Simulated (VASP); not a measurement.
SiO2: electric field gradients with PBE

Crystal: SiO2.

```xyz
6
Lattice="4.1520 0.0000 0.0000 0.0000 4.1520 0.0000 0.0000 0.0000 2.6499" Properties=species:S:1:pos:R:3 pbc="T T T"
Si    0.0000    0.0000    0.0000
Si    2.0760    2.0760    1.3249
O     1.2734    1.2734    0.0000
O     0.8026    3.3495    1.3249
O     2.8786    2.8786    0.0000
O     3.3495    0.8026    1.3249
```

```yaml
Program: VASP 6.6.1
Task: electric field gradients
Functional: PBE
Potentials_or_basis: VASP PAW PBE potentials, release 64 (Si, O)
Cutoff: 520 eV
k_mesh: 6 × 6 × 9
Occupations: fermi-dirac, width 0.03 eV
Spin: no spin polarisation
Dipole_correction: no
Further_INCAR_settings: ALGO = Normal; EDIFF = 1e-08; NBANDS = 25
```

The pressure is 18.3 GPa and the largest force is 0.395 eV/Å. The band gap on the k mesh is 5.98 eV. The largest electric field gradient by atom is Si +23.0; O -107.4 V/Å².

Forces in eV/Å, atoms in the order of the input:
```
Si   0.000  0.000  0.000
Si   0.000  0.000  0.000
O   -0.279 -0.279  0.000
O    0.279 -0.279  0.000
O    0.279  0.279  0.000
O   -0.279  0.279  0.000
```

Stress tensor (GPa, compression positive):
```
17.31  0.00  0.00
 0.00 17.31  0.00
 0.00  0.00 20.24
```

Levels at points of the mesh, in eV from the valence-band top:
```csv
k point,band 13,band 14,band 15,band 16,band 17,band 18,band 19,band 20
"(0.00, 0.00, 0.00)",-2.57,-0.88,-0.88,0.00,5.98,6.77,8.69,8.69
"(0.50, 0.00, 0.00)",-2.75,-2.75,-1.10,-1.10,8.00,8.00,9.25,9.25
"(0.50, 0.50, 0.00)",-2.67,-2.67,-2.34,-2.34,7.64,7.64,10.25,10.25
```

Electric field gradients, principal values (V/Å²):
```csv
atom,least,middle,greatest (by size)
1 Si,-4.193,-18.778,22.971
2 Si,-4.193,-18.778,22.971
3 O,46.660,60.740,-107.401
4 O,46.660,60.740,-107.401
5 O,46.660,60.740,-107.401
6 O,46.660,60.740,-107.401
```

Wall time 65 s on 1 thread of Intel Xeon 8259CL, on a shared host, peak memory 0.17 GiB.

Caveat: the cell stands under pressure; without QUAD_EFG the Cq values of the log hold for a quadrupole moment of 1 mb, not for the nuclei. A k mesh can miss the band edges.
